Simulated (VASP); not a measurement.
# FeNi (P4/mmm) in VASP: vibrations by perturbation theory with PBEsol

Aim: the vibrations by perturbation theory of FeNi with PBEsol.

All numbers are computed with VASP 6.6.1; they aren't measurements. Logs are shortened: lines on timing, memory, paths and dates and some standing lists are left out, and cuts for length are marked.

## Step 1: The cell of the first run

The structure is tetragonal, space group P4/mmm (No. 123). Conventional cell: a = 2.443 Å, b = 2.443 Å, c = 3.509 Å, α = 90.00°, β = 90.00°, γ = 90.00°. Fe (site symmetry 4/mmm) has 4 Fe at 2.44 Å and 8 Ni at 2.46 Å within 3.2 Å. Within 3.2 Å of Ni (site symmetry 4/mmm) lie 4 Ni at 2.44 Å and 8 Fe at 2.46 Å.

## Step 2: Vibrations by perturbation theory, PBEsol, collinear spin, ferromagnetic start

Contents of INCAR:

```
SYSTEM = FeNi
PREC = Accurate
ENCUT = 600
EDIFF = 1E-8
ISMEAR = 0
SIGMA = 0.2
LREAL = .FALSE.
LASPH = .TRUE.
NELM = 200
ALGO = Normal
ISIF = 2
LWAVE = .FALSE.
LCHARG = .FALSE.
ISPIN = 2
MAGMOM = 2.71 0.74
LORBIT = 11
LMAXMIX = 4
GGA = PS
NBANDS = 20
IBRION = 8
NSW = 1
GGA_COMPAT = .FALSE.
KPAR = 4
```

Contents of KPOINTS:

```
Automatic mesh
0
G
  16 16 12
  0 0 0
```

Contents of POSCAR:

```
FeNi
1.0
    2.4431970765      0.0000000000      0.0000000000
    0.0000000000      2.4431970765      0.0000000000
    0.0000000000      0.0000000000      3.5089835827
Fe Ni
1 1
Direct
    0.0000000000      0.0000000000      0.0000000000
    0.5000000000      0.5000000000      0.5000000000
```

Potentials or basis: VASP PAW PBE potentials, release 64 (Fe, Ni).

Run with:

```console
$ cat potpaw_PBE.64/Fe/POTCAR potpaw_PBE.64/Ni/POTCAR > POTCAR
$ mpirun -np 4 vasp_std > vasp.out
```

OUTCAR:

```text
SYSTEM = FeNi
   PREC = Accurate
   ENCUT = 600
   EDIFF = 1E-8
   ISMEAR = 0
   LREAL = .FALSE.
   LASPH = .TRUE.
   NELM = 200
   ISIF = 2
   ISPIN = 2
   LORBIT = 11
   GGA = PS
   IBRION = 8
   NSW = 1

 ion  position               nearest neighbor table
   1  0.000  0.000  0.000-   2 2.46   2 2.46   2 2.46   2 2.46   2 2.46   2 2.46   2 2.46   2 2.46

   2  0.500  0.500  0.500-   1 2.46   1 2.46   1 2.46   1 2.46   1 2.46   1 2.46   1 2.46   1 2.46

  LATTYP: Found a simple tetragonal cell.
 ALAT       =     2.4431970765
 C/A-ratio  =     1.4362261712

  Lattice vectors:

 A1 = (   2.4431970765,   0.0000000000,   0.0000000000)
 A2 = (   0.0000000000,   2.4431970765,   0.0000000000)
 A3 = (   0.0000000000,   0.0000000000,   3.5089835827)

Analysis of symmetry for initial positions (statically):
=====================================================================
 Subroutine PRICEL returns:
 Original cell was already a primitive cell.

 Routine SETGRP: Setting up the symmetry group for a
 simple tetragonal supercell.

 Subroutine GETGRP returns: Found 16 space group operations
 (whereof 16 operations were pure point group operations)
 out of a pool of 16 trial point group operations.

The static configuration has the point symmetry D_4h.

Analysis of symmetry for dynamics (positions and initial velocities):
=====================================================================
 Subroutine PRICEL returns:
 Original cell was already a primitive cell.

 Routine SETGRP: Setting up the symmetry group for a
 simple tetragonal supercell.

 Subroutine GETGRP returns: Found 16 space group operations
 (whereof 16 operations were pure point group operations)
 out of a pool of 16 trial point group operations.

The dynamic configuration has the point symmetry D_4h.

Analysis of structural, dynamic, and magnetic symmetry:
=====================================================================
 Subroutine PRICEL returns:
 Original cell was already a primitive cell.

 Routine SETGRP: Setting up the symmetry group for a
 simple tetragonal supercell.

 Subroutine GETGRP returns: Found 16 space group operations
 (whereof 16 operations were pure point group operations)
 out of a pool of 16 trial point group operations.

The overall configuration has the point symmetry D_4h.

 Subroutine INISYM returns: Found 16 space group operations
 (whereof 16 operations are pure point group operations),
 and found     1 'primitive' translations

----------------------------------------------------------------------------------------

                                     Primitive cell

  volume of cell :      20.9459

  direct lattice vectors                    reciprocal lattice vectors
     2.443197077  0.000000000  0.000000000     0.409299769  0.000000000  0.000000000
     0.000000000  2.443197077  0.000000000     0.000000000  0.409299769  0.000000000
     0.000000000  0.000000000  3.508983583     0.000000000  0.000000000  0.284982810

  length of vectors
     2.443197077  2.443197077  3.508983583     0.409299769  0.409299769  0.284982810

  position of ions in fractional coordinates (direct lattice)
     0.000000000  0.000000000  0.000000000
     0.500000000  0.500000000  0.500000000

  ion indices of the primitive-cell ions
   primitive index   ion index
                 1           1
                 2           2

----------------------------------------------------------------------------------------

 KPOINTS: Automatic mesh

Automatic generation of k-mesh.
 Grid dimensions read from file:
[... 111 lines left out ...]
  ---------------------------------------------------
  free energy    TOTEN  =       -15.16289677 eV

  energy without entropy =      -15.13800134  energy(sigma->0) =      -15.15044905

 E-fermi :   8.2604     XC(G=0): -13.6995

 val. band max:        8.2598345093   @ k =   0.4375   0.4375   0.0000
 cond. band min:       8.2675538643   @ k =   0.3125   0.3125   0.1667
 fundamental gap:      0.0077193549
 Fermi energy:         8.2604395871

 spin component 1

 k-point     1 :       0.0000    0.0000    0.0000
  band No.  band energies     occupation
      1      -1.0536      1.00000
      2       2.8055      1.00000
      3       3.5400      1.00000
      4       5.5624      1.00000
      5       5.6373      1.00000
      6       5.6373      1.00000
[... 541 lines left out ...]
     19      36.5815      0.00000
     20      36.9420      0.00000

 [... further k-points ...]

 spin component 2

 k-point     1 :       0.0000    0.0000    0.0000
  band No.  band energies     occupation
      1      -0.9012      1.00000
      2       3.8474      1.00000
      3       4.6065      1.00000
      4       6.7836      1.00000
      5       6.7836      1.00000
      6       7.0866      1.00000
[... 544 lines left out ...]
 [... further k-points ...]

------------------------ aborting loop because EDIFF is reached ----------------------------------------

  FORCE on cell =-STRESS in cart. coord.  units (eV):
  Direction    XX          YY          ZZ          XY          YZ          ZX
  --------------------------------------------------------------------------------------
  -------------------------------------------------------------------------------------
  Total        0.7680088      0.7680088      0.7791491      0.0000000      0.0000000      0.0000000
  in kB       58.7460160     58.7460160     59.5981535      0.0000000      0.0000000      0.0000000
  external PRESSURE =      59.0300619 kB  Pullay stress =       0.0000000 kB

 VOLUME and BASIS-vectors are now :
 -----------------------------------------------------------------------------
  energy-cutoff  :      600.00
  volume of cell :       20.95
      direct lattice vectors                 reciprocal lattice vectors
     2.443197077  0.000000000  0.000000000     0.409299769  0.000000000  0.000000000
     0.000000000  2.443197077  0.000000000     0.000000000  0.409299769  0.000000000
     0.000000000  0.000000000  3.508983583     0.000000000  0.000000000  0.284982810

 POSITION                                       TOTAL-FORCE (eV/Angst)
 -----------------------------------------------------------------------------------
      0.00000      0.00000      0.00000         0.000000      0.000000      0.000000
      1.22160      1.22160      1.75449         0.000000      0.000000      0.000000
 -----------------------------------------------------------------------------------
    total drift:                               -0.000000      0.000000      0.000000

  FREE ENERGIE OF THE ION-ELECTRON SYSTEM (eV)
  ---------------------------------------------------
  free  energy   TOTEN  =       -15.1628967679 eV

  energy  without entropy=      -15.1380013411  energy(sigma->0) =      -15.15044905

[... ionic steps 2 to 3 ...]

--------------------------------------- Ionic step        4  -------------------------------------------

------------------------ aborting loop because EDIFF is reached ----------------------------------------
[... 11 lines left out ...]
[... ionic steps 8 to 8 ...]

--------------------------------------- Ionic step        9  -------------------------------------------

 Free energy of the ion-electron system (eV)
  ---------------------------------------------------
  ---------------------------------------------------
  free energy    TOTEN  =        -0.19070119 eV

  energy without entropy =       -0.19070120

------------------------ aborting loop because EDIFF is reached ----------------------------------------

 INTERNAL STRAIN TENSOR  FOR ION    2  DIRECTION 3   (eV/Angst):
 -----------------------------------------------------------------------------
    -0.00290  0.00000  0.00000
     0.00000 -0.00290  0.00000
    -0.00000  0.00000 -0.01346

 INTERNAL STRAIN TENSOR FOR ION    2 for displacements in x,y,z  (eV/Angst):
          X           Y           Z          XY          YZ          ZX
  --------------------------------------------------------------------------------
  x     0.00000     0.00000     0.00000     0.00000     0.00000     0.00000
  y     0.00000     0.00000     0.00000     0.00000     0.00000     0.00000
  z     0.00000     0.00000     0.00000     0.00000     0.00000     0.00000

 SECOND DERIVATIVES (NOT SYMMETRIZED)
 ------------------------------------
               1X          1Y          1Z          2X          2Y          2Z
  1X    -5.149993    0.000000    0.000000    5.149993    0.000000    0.000000
  1Y     0.000000   -5.149993    0.000000    0.000000    5.149993    0.000000
  1Z     0.000000    0.000000  -10.431281    0.000000    0.000000   10.431281
  2X     5.141518    0.000000    0.000000   -5.141518    0.000000    0.000000
  2Y     0.000000    5.141518    0.000000    0.000000   -5.141518    0.000000
  2Z    -0.000000   -0.000000   10.425190    0.000000    0.000000  -10.425190

 Eigenvectors and eigenvalues of the dynamical matrix
 ----------------------------------------------------

   1 f  =    9.437319 THz    59.296425 2PiTHz  314.795084 cm-1    39.029599 meV
             X         Y         Z           dx          dy          dz
      0.000000  0.000000  0.000000    -0.000000   -0.000000    0.715931
      1.221599  1.221599  1.754492     0.000000    0.000000   -0.698171
[... 21 lines left out ...]
   6 f/i=    0.002729 THz     0.017144 2PiTHz    0.091017 cm-1     0.011285 meV
             X         Y         Z           dx          dy          dz
      0.000000  0.000000  0.000000     0.697981   -0.000000   -0.000000
      1.221599  1.221599  1.754492     0.716116   -0.000000    0.000000

--------------------------------------------------------------------------------------------------------

 ELASTIC MODULI CONTR FROM IONIC RELAXATION (kBar)
 Direction    XX          YY          ZZ          XY          YZ          ZX
 --------------------------------------------------------------------------------
 XX           0.0000      0.0000      0.0000      0.0000      0.0000      0.0000
 YY           0.0000      0.0000      0.0000      0.0000      0.0000      0.0000
 ZZ           0.0000      0.0000      0.0000      0.0000      0.0000      0.0000
 XY           0.0000      0.0000      0.0000      0.0000      0.0000      0.0000
 YZ           0.0000      0.0000      0.0000      0.0000      0.0000      0.0000
 ZX           0.0000      0.0000      0.0000      0.0000      0.0000      0.0000
 --------------------------------------------------------------------------------

 total charge

# of ion       s       p       d       tot
------------------------------------------
    1        0.507   0.568   6.258   7.333
    2        0.550   0.605   8.343   9.499
--------------------------------------------------
tot          1.057   1.173  14.601  16.832

 magnetization (x)

# of ion       s       p       d       tot
------------------------------------------
    1       -0.001  -0.019   2.479   2.459
    2       -0.027  -0.061   0.694   0.607
--------------------------------------------------
tot         -0.028  -0.080   3.173   3.065
```

Run time: 6.5 min. Hardware: 4 MPI ranks of Intel Xeon 6975P-C (Granite Rapids), shared host; peak memory 1.1 GiB.

Results:

```
Net moment                                            : 3.08 μB per cell
Site moments                                          : Fe +2.46; Ni +0.61 μB
Valence electrons inside the program's atomic spheres : Fe 7.33; Ni 9.50
Highest phonon frequency at Γ                         : 315 cm⁻¹
```

Phonon frequencies in cm⁻¹ (negative: imaginary):
| q point | frequencies |
| --- | --- |
| (0.000, 0.000, 0.000) | 0 0 0 221 221 315 |

Caveat: the cell stands under pressure or tension, which shifts response properties; the PAW data sets were made with another functional, which shifts forces and pressure a little.
